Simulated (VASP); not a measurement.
Here is a VASP 6.6.1 calculation.

File INCAR:

```
SYSTEM = FeO
ALGO = Normal
EDIFF = 1E-6
ENCUT = 700
GGA = PE
GGA_COMPAT = .False.
ISIF = 2
ISMEAR = -1
ISPIN = 2
LASPH = .True.
LCHARG = .False.
LMAXMIX = 4
LORBIT = 11
LREAL = .False.
LWAVE = .False.
MAGMOM = 3 0
NBANDS = 22
NELM = 200
PREC = Accurate
SIGMA = 0.05
```

Contents of KPOINTS:

```
k-points
0
Gamma
  11 11 11
  0 0 0
```

POSCAR

```
FeO
1.0
    0.0000000000      2.1546222616      2.1546222616
    2.1546222616      0.0000000000      2.1546222616
    2.1546222616      2.1546222616      0.0000000000
Fe O
1 1
Direct
    0.0000000000      0.0000000000      0.0000000000
    0.5000000000      0.5000000000      0.5000000000
```

Potentials or basis: VASP PAW PBE potentials, release 64 (Fe_sv, O).

Run with:

```console
$ cat potpaw_PBE.64/Fe_sv/POTCAR potpaw_PBE.64/O/POTCAR > POTCAR
$ mpirun -np 1 vasp_std > vasp.out
```

(1) Estimate the net moment.

(2) Predict the site moments.

## Answers

(1) 4.00 μB per cell.

(2) Fe +3.48; O +0.30 μB.

Caveat: a cell with one magnetic atom can't hold antiferromagnetic order, which such compounds often take.
